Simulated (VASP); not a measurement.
Input of a VASP 6.6.1 run:

INCAR

```
  ALGO = Normal
  EDIFF = 1E-7
  EDIFFG = -0.05
  ENCUT = 600
  GGA = PS
  GGA_COMPAT = False
  IBRION = 2
  ISIF = 3
  ISMEAR = 0
  ISPIN = 2
  LASPH = True
  LCHARG = False
  LMAXMIX = 4
  LORBIT = 11
  LREAL = False
  LWAVE = False
  MAGMOM = 2.63
  NELM = 200
  NELMIN = 4
  NSW = 100
  PREC = Accurate
  SIGMA = 0.1
```

The input KPOINTS:

```
k-points
0
Gamma
  10 10 10
```

Contents of POSCAR:

```
Fe
1.0
   -1.4315177495      1.4315177495      1.4315177495
    1.4315177495     -1.4315177495      1.4315177495
    1.4315177495      1.4315177495     -1.4315177495
Fe
1
Direct
    0.0000000000      0.0000000000      0.0000000000
```

Potentials or basis: VASP PAW PBE potentials, release 64 (Fe).

Run with:

```bash
$ cat potpaw_PBE.64/Fe/POTCAR > POTCAR
$ mpirun -np 1 vasp_std > vasp.out
```

Problem. Predict the space group after relaxing (to 0.05 Å).

Solution. Im-3m (No. 229).

Problem. Predict the site moments.

Solution. Fe +2.11 μB.

Problem. What does it give for the relaxed cell?

Solution. a = 2.415 Å, b = 2.415 Å, c = 2.415 Å, α = 109.47°, β = 109.47°, γ = 109.47°.

The path:
```csv
step,energy change (eV),largest force (eV/Å),pressure (GPa),volume (Å³)
1,0.0000,0.0000,-16.48,11.73
2,0.0320,0.0000,27.45,9.80
3,-0.0503,0.0000,-0.19,10.84
```

Caveat: the PAW data sets were made with another functional, which shifts forces and pressure a little.
